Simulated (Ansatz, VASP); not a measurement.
**Two plane-wave programs on AlN**

File POSCAR:

```
AlN
1.0
    3.1130000000      0.0000000000      0.0000000000
   -1.5565000000      2.6959370820      0.0000000000
    0.0000000000      0.0000000000      4.9810000000
Al N
2 2
Direct
    0.6666666667      0.3333333333      0.5000000000
    0.3333333333      0.6666666667      0.0000000000
    0.6666666667      0.3333333333      0.8800000000
    0.3333333333      0.6666666667      0.3800000000
```

File INCAR.step1:

```
SYSTEM = AlN
  PREC = Accurate
  ENCUT = 520
  EDIFF = 1E-5
  ISMEAR = -1
  SIGMA = 0.05
  LREAL = .FALSE.
  LASPH = .TRUE.
  NELM = 80
  ALGO = Normal
  ISIF = 2
  LWAVE = .TRUE.
  GGA = PE
  NBANDS = 16
```

File INCAR.step2:

```
SYSTEM = AlN
  PREC = Accurate
  ENCUT = 520
  EDIFF = 1E-6
  ISMEAR = -1
  SIGMA = 0.05
  LREAL = .FALSE.
  LASPH = .TRUE.
  NELM = 80
  ALGO = Normal
  ISIF = 2
  LWAVE = .FALSE.
  LCHARG = .TRUE.
  GGA = PE
  LHFCALC = .TRUE.
  AEXX = 0.35
  HFSCREEN = 0.2078699
  PRECFOCK = Normal
  LELF = .TRUE.
  LVHAR = .TRUE.
  ISTART = 1
  NBANDS = 16
```

The input KPOINTS:

```
regular mesh
0
G
  6 6 3
  0 0 0
```

input.yaml

```yaml
crystal:
  lattice:
    - [3.113, 0.0, 0.0]
    - [-1.5565, 2.695937082, 0.0]
    - [0.0, 0.0, 4.981]
  atoms:
    - { symbol: Al, position: [0.6666666667, 0.3333333333, 0.5] }
    - { symbol: Al, position: [0.3333333333, 0.6666666667, 0.0] }
    - { symbol: "N", position: [0.6666666667, 0.3333333333, 0.88] }
    - { symbol: "N", position: [0.3333333333, 0.6666666667, 0.38] }
hamiltonian:
  xc:
    exchange: pbe
    correlation: pbe
    exx: { coeff: 0.35, omega: 0.2078699 }
  pseudopotentials: { kind: paw }
kpoints:
  mp_grid: { grid: [6, 6, 3] }
scf:
  occupations: { method: fermi_dirac, width: 0.05 }
output:
  forces: true
  stress: true
  eigenvalues: true
  write_density: true
  write_potential: true
  elf: true
  volumetric_format: npy
```

Alike in both runs: task single point; functional PBE-based screened hybrid; k mesh 6 × 6 × 3; occupations fermi-dirac, width 0.05 eV; no spin polarisation.

```csv
,VASP,Ansatz
version,VASP 6.6.1,Ansatz 0.2.0
potentials or method,"VASP PAW PBE potentials, release 64 (Al, N)",Ansatz PAW
plane-wave cutoff (eV),520,420
valence electrons in the cell,16,16
```

|  | VASP | Ansatz | Ansatz less VASP |
| --- | --- | --- | --- |
| gap on the k mesh at the Fermi level (eV) | 6.13 | 6.15 | +0.018 |
| least direct gap on the mesh (eV) | 6.13 | 6.15 | +0.018 |
| pressure (GPa) | -3.8 | -3.6 | +0.19 |
| traceless stress, the component that is largest in VASP (GPa) | 1.09 | 0.97 | -0.126 |
| rms of the force components (eV/Å) | 0.072 | 0.075 | +0.0025 |

VASP's potentials were made for PBE, not for PBE-based screened hybrid. Atom by atom the forces differ by 0.003 eV/Å (rms over components). The functional is the same, so the differences come from potentials, cutoffs and numerics.

The k mesh is coarse, so the values compare programs but aren't converged. Noted on Ansatz's run: odd divisions of the mesh miss points on the zone boundary, where band edges often lie, so the gap on the mesh can be too wide.
